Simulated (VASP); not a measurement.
Set up this calculation in VASP 6.6.1, as the native input.

```
Task                   : single point
Functional             : LDA
Potentials or basis    : VASP PAW LDA potentials, release 64 (Ti_sv, Zn)
Cutoff                 : 520 eV
k mesh                 : 12 × 12 × 12
Occupations            : gaussian, width 0.15 eV
Spin                   : no spin polarisation
Dipole correction      : no
Further INCAR settings : ALGO = Fast; EDIFF = 1e-06; NBANDS = 32
```

The structure of Ti3Zn lies in POSCAR:

```
Ti3Zn
1.0
    3.9783633714      0.0356161499      0.0356161499
    0.0356161499      3.9783633714      0.0356161499
    0.0356161499      0.0356161499      3.9783633714
Ti Zn
3 1
Direct
    0.0000000000      0.5000000000      0.5000000000
    0.5000000000      0.0000000000      0.5000000000
    0.5000000000      0.5000000000      0.0000000000
    0.0000000000      0.0000000000      0.0000000000
```

The input as run:

INCAR

```
SYSTEM = Ti3Zn
PREC = Accurate
ENCUT = 520
EDIFF = 1E-6
ISMEAR = 0
SIGMA = 0.15
LREAL = .False.
LASPH = .True.
NELM = 80
ALGO = Fast
ISIF = 2
LWAVE = .False.
LCHARG = .False.
NBANDS = 32
```

KPOINTS

```
regular mesh
0
Gamma
  12 12 12
  0 0 0
```

Potentials or basis: VASP PAW LDA potentials, release 64 (Ti_sv, Zn).

The run is started by

```console
$ cat potpaw_LDA.64/Ti_sv/POTCAR potpaw_LDA.64/Zn/POTCAR > POTCAR
$ mpirun -np 1 vasp_std > vasp.out
```

It gave:

```json
{
  "Pressure": "-5.9 GPa",
  "Band gap on the k mesh": "zero (bands 24 and 25 overlap by 0.37 eV)"
}
```

Caveat: the cell stands under tension.

It took 8.5 min on 1 thread of Intel(R) Xeon(R) 6975P-C (Granite Rapids), with other jobs on the host, peak memory 0.39 GiB.
